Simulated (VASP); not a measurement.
# AlNi3 (Fm-3m) in VASP: further runs, part 2 of 2

VASP 6.6.1. The steps go on from the part before.

## 3. Single point, PBE, collinear spin, ferromagnetic start (10.72 Å³/atom)

This run uses another cell than the first one, of 10.72 Å³/atom.

Contents of INCAR:

```
SYSTEM = AlNi3
ALGO = Fast
EDIFF = 1E-6
ENCUT = 520
GGA = PE
ISIF = 2
ISMEAR = 0
ISPIN = 2
LASPH = .True.
LCHARG = .False.
LMAXMIX = 4
LORBIT = 11
LREAL = .False.
LWAVE = .False.
MAGMOM = 0 0.5 0.5 0.5
NBANDS = 28
NELM = 150
NUPDOWN = 1.5
PREC = Accurate
SIGMA = 0.15
```

Contents of KPOINTS:

```
k-points
0
Gamma
  14 14 14
  0 0 0
```

Contents of POSCAR:

```
AlNi3
1.0
    0.0000000000      2.7779734381      2.7779734381
    2.7779734381      0.0000000000      2.7779734381
    2.7779734381      2.7779734381      0.0000000000
Al Ni
1 3
Direct
    0.5000000000      0.5000000000      0.5000000000
    0.2500000000      0.2500000000      0.2500000000
    0.0000000000      0.0000000000      0.0000000000
    0.7500000000      0.7500000000      0.7500000000
```

Potentials or basis: VASP PAW PBE potentials, release 64 (Al, Ni).

Run with:

```bash
$ cat potpaw_PBE.64/Al/POTCAR potpaw_PBE.64/Ni/POTCAR > POTCAR
$ mpirun -np 1 vasp_std > vasp.out
```

OUTCAR:

```text
SYSTEM = AlNi3
   EDIFF = 1E-6
   ENCUT = 520
   GGA = PE
   ISIF = 2
   ISMEAR = 0
   ISPIN = 2
   LASPH = .True.
   LORBIT = 11
   LREAL = .False.
   NELM = 150
   NUPDOWN = 1.5
   PREC = Accurate

 ion  position               nearest neighbor table
   1  0.500  0.500  0.500-   2 2.41   2 2.41   2 2.41   2 2.41   4 2.41   4 2.41   4 2.41   4 2.41
                             3 2.78   3 2.78   3 2.78   3 2.78   3 2.78   3 2.78
   2  0.250  0.250  0.250-   3 2.41   3 2.41   3 2.41   1 2.41   3 2.41   1 2.41   1 2.41   1 2.41
                             4 2.78   4 2.78   4 2.78   4 2.78   4 2.78   4 2.78
   3  0.000  0.000  0.000-   4 2.41   4 2.41   4 2.41   2 2.41   4 2.41   2 2.41   2 2.41   2 2.41
                             1 2.78   1 2.78   1 2.78   1 2.78   1 2.78   1 2.78
   4  0.750  0.750  0.750-   1 2.41   1 2.41   1 2.41   1 2.41   3 2.41   3 2.41   3 2.41   3 2.41
                             2 2.78   2 2.78   2 2.78   2 2.78   2 2.78   2 2.78

  LATTYP: Found a face centered cubic cell.
 ALAT       =     5.5559468762

  Lattice vectors:

 A1 = (   0.0000000000,   2.7779734381,   2.7779734381)
 A2 = (   2.7779734381,   0.0000000000,   2.7779734381)
 A3 = (   2.7779734381,   2.7779734381,   0.0000000000)

Analysis of symmetry for initial positions (statically):
=====================================================================
 Subroutine PRICEL returns:
 Original cell was already a primitive cell.

 Routine SETGRP: Setting up the symmetry group for a
 face centered cubic supercell.

 Subroutine GETGRP returns: Found 48 space group operations
 (whereof 48 operations were pure point group operations)
 out of a pool of 48 trial point group operations.

The static configuration has the point symmetry O_h .

Analysis of symmetry for dynamics (positions and initial velocities):
=====================================================================
 Subroutine PRICEL returns:
 Original cell was already a primitive cell.

 Routine SETGRP: Setting up the symmetry group for a
 face centered cubic supercell.

 Subroutine GETGRP returns: Found 48 space group operations
 (whereof 48 operations were pure point group operations)
 out of a pool of 48 trial point group operations.

The dynamic configuration has the point symmetry O_h .

Analysis of structural, dynamic, and magnetic symmetry:
=====================================================================
 Subroutine PRICEL returns:
 Original cell was already a primitive cell.

 Routine SETGRP: Setting up the symmetry group for a
 face centered cubic supercell.

 Subroutine GETGRP returns: Found 48 space group operations
 (whereof 48 operations were pure point group operations)
 out of a pool of 48 trial point group operations.

The overall configuration has the point symmetry O_h .

 Subroutine INISYM returns: Found 48 space group operations
 (whereof 48 operations are pure point group operations),
 and found     1 'primitive' translations

----------------------------------------------------------------------------------------

                                     Primitive cell

  volume of cell :      42.8760

[... 85 lines left out ...]
   ICHARG =      2    charge: 1-file 2-atom 10-const
   ISPIN  =      2    spin polarized calculation?
   LNONCOLLINEAR =      F non collinear calculations
   LSORBIT =      F    spin-orbit coupling
   LASPH  =      T    aspherical Exc in radial PAW
   ENCUT  =  520.0 eV  38.22 Ry    6.18 a.u.   7.30  7.30  7.30*2*pi/ulx,y,z
   NELM   =    150;   NELMIN=  2; NELMDL= -5     # of ELM steps
   EDIFF  = 0.1E-05   stopping-criterion for ELM
   LREAL  =      F    real-space projection
   EDIFFG = 0.1E-04   stopping-criterion for IOM
   NSW    =      0    number of steps for IOM
   IBRION =     -1    ionic relax: 0-MD 1-quasi-New 2-CG
   NFREE  =      0    steps in history (QN), initial steepest desc. (CG)
   ISIF   =      2    stress and relaxation
   ISYM   =      2    0-nonsym 1-usesym 2-fastsym
   POTIM  = 0.5000    time-step for ionic-motion
   TEBEG  =    0.0;   TEEND  =   0.0 temperature during run
   PSTRESS=    0.0 pullay stress
   NELECT =      33.0000    total number of electrons
   NUPDOWN=       1.5000    fix difference up-down
   EMIN   =  10.00;   EMAX   =-10.00  energy-range for DOS
   EFERMI =   0.00;   METHOD = LEGACY
   ISMEAR =     0;   SIGMA  =   0.15  broadening in eV -4-tet -1-fermi 0-gaus
   EFERMI_NEDOS =   21; number of points for ismear=-14 and -15
   IALGO  =     68    algorithm
   IMIX   =      4    mixing-type and parameters
     AMIX     =   0.40;   BMIX     =  1.00
     AMIX_MAG =   1.60;   BMIX_MAG =  1.00
  volume/ion in A,a.u.               =      10.72        72.34
  Fermi-wavevector in a.u.,A,eV,Ry     =   1.500288  2.835134 30.624877  2.250865
  Thomas-Fermi vector in A             =   2.611808
   LORBIT       =     11    0 simple, 1 ext, 2 COOP (PROOUT), +10 PAW based schemes
   GGA     = PE    functional components
   LHFCALC =     F    Hartree Fock is set to
   AEXX    =    0.0000 exact exchange contribution
   IVDW    =     0    specifies the selected vdW correction
   LEPSILON=     F    determine dielectric tensor
   LRPA    =     F    only Hartree local field effects (RPA)
 spin polarized calculation
 RMM-DIIS sequential band-by-band and
 Gauss-broadening in eV      SIGMA  =   0.15
  energy-cutoff  :      520.00
  volume of cell :       42.88
 maximum number of plane-waves:      1185
 NGX is ok and might be reduce to    30
   NGX = 15   NGY = 15   NGZ = 15

 number of electron      33.0000035 magnetization       1.5000002

 Free energy of the ion-electron system (eV)
  ---------------------------------------------------
  ext. energy  EPLUGINS =         0.00000000
  ---------------------------------------------------
  free energy    TOTEN  =       -21.36523555 eV

  energy without entropy =      -21.31217086  energy(sigma->0) =      -21.33870321

 E-fermi :  10.1375     XC(G=0): -12.9607

 val. band max:       10.7789436321   @ k =  -0.2857   0.2857   0.0714
 cond. band min:      10.1393121991   @ k =  -0.4286   0.4286   0.1429
 fundamental gap:     -0.6396314330
 Fermi energy:        10.7896717123

 spin component 1

 k-point     1 :       0.0000    0.0000    0.0000
  band No.  band energies     occupation
      1      -0.0827      1.00000
      2       6.3466      1.00000
      3       6.3466      1.00000
      4       6.5474      1.00000
      5       6.5474      1.00000
      6       6.5474      1.00000
[... 733 lines left out ...]
     27      24.3150      0.00000
     28      24.6795      0.00000

 [... further k-points ...]

 spin component 2

 k-point     1 :       0.0000    0.0000    0.0000
  band No.  band energies     occupation
      1      -0.0099      1.00000
      2       6.6833      1.00000
      3       6.6833      1.00000
      4       6.8413      1.00000
      5       6.8413      1.00000
      6       6.8413      1.00000
[... 733 lines left out ...]
     27      24.4478      0.00000
     28      24.8192      0.00000

 [... further k-points ...]
[... 5 lines left out ...]
  --------------------------------------------------------------------------------------
  -------------------------------------------------------------------------------------
  Total        3.9816072      3.9816072      3.9816072     -0.0000000     -0.0000000      0.0000000
  in kB      148.7834869    148.7834869    148.7834869     -0.0000000     -0.0000000      0.0000000
  external PRESSURE =     148.7834869 kB  Pullay stress =       0.0000000 kB

 VOLUME and BASIS-vectors are now :
 -----------------------------------------------------------------------------
  energy-cutoff  :      520.00
  volume of cell :       42.88
      direct lattice vectors                 reciprocal lattice vectors
     0.000000000  2.777973438  2.777973438    -0.179987322  0.179987322  0.179987322
     2.777973438  0.000000000  2.777973438     0.179987322 -0.179987322  0.179987322
     2.777973438  2.777973438  0.000000000     0.179987322  0.179987322 -0.179987322

 POSITION                                       TOTAL-FORCE (eV/Angst)
 -----------------------------------------------------------------------------------
      2.77797      2.77797      2.77797        -0.000000     -0.000000     -0.000000
      1.38899      1.38899      1.38899        -0.000000      0.000000      0.000000
      0.00000      0.00000      0.00000        -0.000000     -0.000000     -0.000000
      4.16696      4.16696      4.16696         0.000000      0.000000     -0.000000
 -----------------------------------------------------------------------------------
    total drift:                                0.000000     -0.000000      0.000000

  FREE ENERGIE OF THE ION-ELECTRON SYSTEM (eV)
  ---------------------------------------------------
  free  energy   TOTEN  =       -21.3652355516 eV

  energy  without entropy=      -21.3121708597  energy(sigma->0) =      -21.33870321

 total charge

# of ion       s       p       d       tot
------------------------------------------
    1        0.410   0.435   0.000   0.845
    2        0.504   0.562   8.436   9.502
    3        0.506   0.550   8.377   9.432
    4        0.504   0.562   8.436   9.502
--------------------------------------------------
tot          1.923   2.109  25.248  29.280

 magnetization (x)

# of ion       s       p       d       tot
------------------------------------------
    1        0.000   0.013   0.000   0.013
    2        0.011   0.015   0.410   0.435
    3        0.005   0.014   0.553   0.572
    4        0.011   0.015   0.410   0.435
--------------------------------------------------
tot          0.028   0.056   1.372   1.456
```

Run time: 2.7 min. Hardware: 1 thread of Intel Xeon Platinum 8559C (Emerald Rapids), shared host; peak memory 0.31 GiB.

What came out:

```
Free energy                                           : -21.3652 eV
Pressure                                              : 14.9 GPa
Net moment                                            : 1.50 μB per cell
Site moments                                          : Al +0.01; Ni +0.43, +0.57 (each value once) μB
Valence electrons inside the program's atomic spheres : Al 0.84; Ni 9.50, 9.43 (each value once)
```

Caveat: the cell stands under pressure; the total moment is fixed, so each spin has its own Fermi level.

## 4. Single point, PBE, collinear spin, ferromagnetic start (10.72 Å³/atom)

This run uses another cell than the first one, of 10.72 Å³/atom.

Contents of INCAR:

```
PREC = Accurate ; ENCUT = 520
EDIFF = 1E-7 ; ISMEAR = 0
SIGMA = 0.15 ; LREAL = F
LASPH = T ; NELM = 150
ALGO = Fast ; ISIF = 2
LWAVE = F ; LCHARG = T
ISPIN = 2 ; MAGMOM = 0 0.75 0.75 0.75
LORBIT = 11 ; NUPDOWN = 2.25
LMAXMIX = 4 ; GGA = PE
LELF = T ; LVHAR = T
NBANDS = 28
```

Contents of KPOINTS:

```
Automatic mesh
0
Gamma
  14 14 14
```

POSCAR is that of step 3.

Run with:

```bash
$ cat potpaw_PBE.64/Al/POTCAR potpaw_PBE.64/Ni/POTCAR > POTCAR
$ mpirun -np 1 vasp_std > vasp.out
```

It took 3.2 min on 1 thread of Intel Xeon Platinum 8559C (Emerald Rapids), shared host; peak memory 0.31 GiB.

The run converged. Its results:

```
Free energy                                           : -21.0323 eV
Pressure                                              : 17.2 GPa
Net moment                                            : 2.25 μB per cell
Site moments                                          : Al +0.03; Ni +0.66, +0.80 (each value once) μB
Valence electrons inside the program's atomic spheres : Al 0.85; Ni 9.49, 9.42 (each value once)
```

Caveat: the cell stands under pressure; the total moment is fixed, so each spin has its own Fermi level.

## 5. Summary

| spin | fixed moment (μB) | cell | pressure (GPa) | moment (μB) |
| --- | --- | --- | --- | --- |
| collinear | 0.375 | a = 3.754 Å, angles 60.0°, 4 atoms | 56.0 | 0.38 |
| collinear, ferromagnetic start | 1.5 | a = 3.929 Å, angles 60.0°, 4 atoms | 14.9 | 1.50 |
| collinear, ferromagnetic start | 2.25 | a = 3.929 Å, angles 60.0°, 4 atoms | 17.2 | 2.25 |

Alike in all rows: task single point; level PBE; potentials or basis VASP PAW PBE potentials, release 64 (Al, Ni); k mesh 14 × 14 × 14; cutoff (eV) 520; smearing gaussian 0.15 eV.

Caveats: the cell stands under pressure; the total moment is fixed, so each spin has its own Fermi level.

Total energies depend on the potentials used, so only differences within one code and one set of settings carry meaning.
